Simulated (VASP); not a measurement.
Set up this calculation in VASP 6.6.1, as the native input.

- Task: single point
- Functional: r2SCAN
- Potentials or basis: VASP PAW PBE potentials, release 64 (Te, Mo_sv)
- Cutoff: 520 eV
- k mesh: 7 × 7 × 1
- Occupations: fermi-dirac, width 0.05 eV
- Spin: no spin polarisation
- Hubbard terms: Mo d U = 5.0 eV
- Dipole correction: no
- Further INCAR settings: ALGO = Normal; EDIFF = 1e-06; NBANDS = 49

The system is Te2Mo, a slab with vacuum.

```
Te Mo
1.0
     3.56242    0.00000    0.00000
    -1.78121    3.08514    0.00000
     0.00000    0.00000   31.56327
Te Mo
6 3
Direct
  0.00000 0.00000 0.05676
  0.33333 0.66667 0.28899
  0.33333 0.66667 0.82440
  0.33333 0.66667 0.17560
  0.33333 0.66667 0.71101
  0.00000 0.00000 0.94324
  0.33333 0.66667 0.00000
  0.00000 0.00000 0.23231
  0.00000 0.00000 0.76769
```

One way to write it, as run:

POSCAR

```
Te2Mo
1.0
    3.5624185427      0.0000000000      0.0000000000
   -1.7812092714      3.0851449569      0.0000000000
    0.0000000000      0.0000000000     31.5632657400
Te Mo
6 3
Direct
    0.0000000000      0.0000000000      0.0567620800
    0.3333333333      0.6666666667      0.2889862200
    0.3333333333      0.6666666667      0.8244042500
    0.3333333333      0.6666666667      0.1755957500
    0.3333333333      0.6666666667      0.7110137800
    0.0000000000      0.0000000000      0.9432379200
    0.3333333333      0.6666666667      0.0000000000
    0.0000000000      0.0000000000      0.2323060100
    0.0000000000      0.0000000000      0.7676939900
```

INCAR.step1

```
ALGO = Normal ; EDIFF = 1E-4
ENCUT = 520 ; GGA = PE
ISMEAR = -1 ; LASPH = T
LCHARG = F ; LDAU = T
LDAUJ = 0 0 ; LDAUL = -1 2
LDAUTYPE = 2 ; LDAUU = 0 5
LMAXMIX = 4 ; LREAL = F
LWAVE = T ; NBANDS = 49
NELM = 150 ; PREC = Accurate
SIGMA = 0.05
```

INCAR.step2

```
ALGO = Normal ; EDIFF = 1E-6
ENCUT = 520 ; ISIF = 2
ISMEAR = -1 ; ISTART = 1
LASPH = T ; LCHARG = F
LDAU = T ; LDAUJ = 0 0
LDAUL = -1 2 ; LDAUPRINT = 1
LDAUTYPE = 2 ; LDAUU = 0 5
LMAXMIX = 4 ; LMIXTAU = T
LREAL = F ; LWAVE = F
METAGGA = R2SCAN ; NBANDS = 49
NELM = 150 ; PREC = Accurate
SIGMA = 0.05
```

KPOINTS

```
k-points
0
Gamma
  7 7 1
```

Potentials or basis: VASP PAW PBE potentials, release 64 (Te, Mo_sv).

Run with:

```sh
$ cat potpaw_PBE.64/Te/POTCAR potpaw_PBE.64/Mo_sv/POTCAR > POTCAR
$ cp INCAR.step1 INCAR
$ mpirun -np 1 vasp_std > vasp.out
$ cp INCAR.step2 INCAR
$ mpirun -np 1 vasp_std > vasp.out
```

It gave:

```json
{"Largest force": "0.295 eV/Å", "Band gap on the k mesh": "1.25 eV (least direct gap 1.37 eV)"}
```

Caveat: there is no dipole correction, which matters where the two faces differ; the PAW data sets were made with another functional, which shifts forces and pressure a little; spin-orbit coupling is left out, which moves the levels of the heavy elements; the U is typed as a test and isn't derived for this compound.

Run time: 14 min on 1 thread of Intel(R) Xeon(R) 6975P-C (Granite Rapids), on a shared host, peak memory 0.54 GiB.
